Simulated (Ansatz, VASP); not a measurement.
# AlNi: VASP beside Ansatz

```xyz
2
Lattice="2.8622 0.0000 0.0000 0.0000 2.8622 0.0000 0.0000 0.0000 2.7906" Properties=species:S:1:pos:R:3 pbc="T T T"
Al    0.0000    0.0000    0.0000
Ni    1.4311    1.4311    1.3953
```

Change from the starting cell: strain +0.000 along x and y, -0.025 along z, atoms carried along.

Alike in both runs: task single point; functional PBEsol; k mesh 20 × 20 × 20; occupations gaussian, width 0.15 eV; no spin polarisation.

|  | VASP | Ansatz |
| --- | --- | --- |
| version | VASP 6.6.1 | Ansatz 0.2.0 |
| potentials or method | VASP PAW PBE potentials, release 64 (Al, Ni), cutoff 600 eV | scalar-relativistic, plane waves, PAW |
| valence electrons in the cell | 13 | 21 |

Ansatz gave:

```
gap on the k mesh at the Fermi level (eV)                     : none
pressure (GPa)                                                : 4.7
traceless stress, the component that is largest in VASP (GPa) : 1.50
```

**Question.** Which values does VASP return?

**Answer.** gap on the k mesh at the Fermi level (eV): none; pressure (GPa): 4.8; traceless stress, the component that is largest in VASP (GPa): 1.53.

VASP's potentials were made for PBE, not for PBEsol. A gap of «none» marks a metal or a gap that the smearing closes. VASP's potentials hold 13 valence electrons a cell and Ansatz's 21, so a difference there can come from the potentials and not from the codes.
